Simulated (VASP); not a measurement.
# CsCl: single point with LDA

Crystal: CsCl.

```
CELL_PARAMETERS angstrom
4.13683 0.00000 0.00000
0.00000 4.13683 0.00000
0.00000 0.00000 4.13683
ATOMIC_POSITIONS crystal
Cs 0.00000 0.00000 0.00000
Cl 0.50000 0.50000 0.50000
```

- Program: VASP 6.6.1
- Task: single point
- Functional: LDA
- Potentials or basis: VASP PAW LDA potentials, release 64 (Cs_sv, Cl)
- Cutoff: 500 eV
- k mesh: 4 × 4 × 4
- Occupations: gaussian, width 0.01 eV
- Spin: no spin polarisation
- Dipole correction: no
- Further INCAR settings: ALGO = Normal; EDIFF = 1e-06; NBANDS = 15

| Quantity | Value |
| --- | --- |
| Pressure | -2.2 GPa |
| Band gap on the k mesh | 4.80 eV, direct |

Levels at points of the mesh, in eV from the valence-band top:
```tsv
k point	band 5	band 6	band 7	band 8	band 9	band 10	band 11	band 12
(0.00, 0.00, 0.00)	-5.84	0.00	0.00	0.00	4.80	5.13	5.13	9.89
(0.50, 0.00, 0.00)	-5.69	-1.23	-0.24	-0.24	6.16	7.29	8.48	8.96
(0.50, 0.50, 0.00)	-5.60	-0.44	-0.44	-0.05	5.63	5.74	7.78	7.78
(0.50, 0.50, 0.50)	-6.38	-1.13	-1.13	-1.13	8.27	8.27	8.27	10.15
```

Run time: 14 s on 1 thread of Intel Xeon 8259CL (shared host), peak memory 0.15 GiB.

Caveat: spin-orbit coupling is left out, which moves the levels of the heavy elements.
